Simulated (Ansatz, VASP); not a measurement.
W in VASP and in Ansatz

POSCAR

```
W
1.0
    0.0000000000      2.3434638167      1.5232514809
    2.3434638167      0.0000000000      1.5232514809
    2.3434638167      2.3434638167      0.0000000000
W
1
Direct
    0.0000000000      0.0000000000      0.0000000000
```

File INCAR.step1:

```
SYSTEM = W
ALGO = Normal ; EDIFF = 1E-4
ENCUT = 520 ; GGA = PE
ISMEAR = 0 ; LASPH = .TRUE.
LCHARG = .FALSE. ; LREAL = .FALSE.
LWAVE = .TRUE. ; NBANDS = 13
NELM = 60 ; PREC = Accurate
SIGMA = 0.15
```

Contents of INCAR.step2:

```
SYSTEM = W
ALGO = Normal ; EDIFF = 1E-7
ENCUT = 520 ; ISIF = 2
ISMEAR = 0 ; ISTART = 1
LASPH = .TRUE. ; LCHARG = .FALSE.
LMIXTAU = .TRUE. ; LREAL = .FALSE.
LWAVE = .FALSE. ; METAGGA = R2SCAN
NBANDS = 13 ; NELM = 60
PREC = Accurate ; SIGMA = 0.15
```

Contents of KPOINTS:

```
k-points
0
G
  22 22 22
  0 0 0
```

Input for Ansatz:

```yaml
crystal:
  lattice:
    - [0.0, 2.3434638167, 1.5232514809]
    - [2.3434638167, 0.0, 1.5232514809]
    - [2.3434638167, 2.3434638167, 0.0]
  atoms:
    - { symbol: W, position: [0.0, 0.0, 0.0] }
basis:
  ecutwfc: 500
kpoints:
  mp_grid: { grid: [22, 22, 22] }
hamiltonian:
  xc: r2scan
scf:
  occupations: { method: gaussian, width: 0.15 }
output:
  forces: true
  stress: true
  eigenvalues: true
```

Alike in both runs: task single point; functional r2SCAN; k mesh 22 × 22 × 22; occupations gaussian, width 0.15 eV; no spin polarisation.

|  | VASP | Ansatz |
| --- | --- | --- |
| version | VASP 6.6.1 | Ansatz 0.2.0 |
| potentials or method | VASP PAW PBE potentials, release 64 (W_sv), cutoff 520 eV | scalar-relativistic, plane waves, PAW |
| valence electrons in the cell | 14 | 14 |

|  | VASP | Ansatz | Ansatz less VASP |
| --- | --- | --- | --- |
| gap on the k mesh at the Fermi level (eV) | none | none | - |
| pressure (GPa) | -12.4 | -13.4 | -0.97 |
| traceless stress, the component that is largest in VASP (GPa) | 17.78 | 17.81 | +0.030 |

VASP's potentials were made for PBE, not for r2SCAN. A gap of «none» marks a metal or a gap that the smearing closes. With one functional, cell and mesh, what is left measures potentials, basis and numerics.

Neither program's run includes spin-orbit coupling.
